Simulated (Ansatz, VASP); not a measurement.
**Si in VASP and in Ansatz**

```
Si
1.0
     0.00000    0.00000    3.83736
     3.32219   -3.32219   -1.91868
     6.64438    6.64438    0.00000
Si
8
Direct
  0.93547 0.00000 0.17873
  0.44653 0.00000 0.67873
  0.44653 0.00000 0.32127
  0.93547 0.00000 0.82127
  0.81116 0.64254 0.00000
  0.44938 0.64254 0.50000
  0.16862 0.35746 0.00000
  0.80684 0.35746 0.50000
```

Change from the starting cell: mode 4 frozen in at -0.265 Å and mode 7 at -0.226 Å (largest displacements).

Alike in both runs: task single point; functional PBEsol; k mesh 10 × 10 × 4; occupations gaussian, width 0.03 eV; no spin polarisation.

|  | VASP | Ansatz |
| --- | --- | --- |
| version | VASP 6.6.1 | Ansatz 0.2.0 |
| potentials or method | VASP PAW PBE potentials, release 64 (Si), cutoff 520 eV | scalar-relativistic, plane waves, PAW |
| valence electrons in the cell | 32 | 32 |

```csv
,VASP,Ansatz,Ansatz less VASP
gap on the k mesh at the Fermi level (eV),none,none,-
pressure (GPa),-1.8,-1.9,-0.10
"traceless stress, the component that is largest in VASP (GPa)",0.41,0.40,-0.007
rms of the force components (eV/Å),0.491,0.492,+0.0014
```

VASP's potentials were made for PBE, not for PBEsol, and Ansatz warns of the same on its side. Atom by atom the forces differ by 0.003 eV/Å (rms over components). A gap of «none» marks a metal or a gap that the smearing closes.
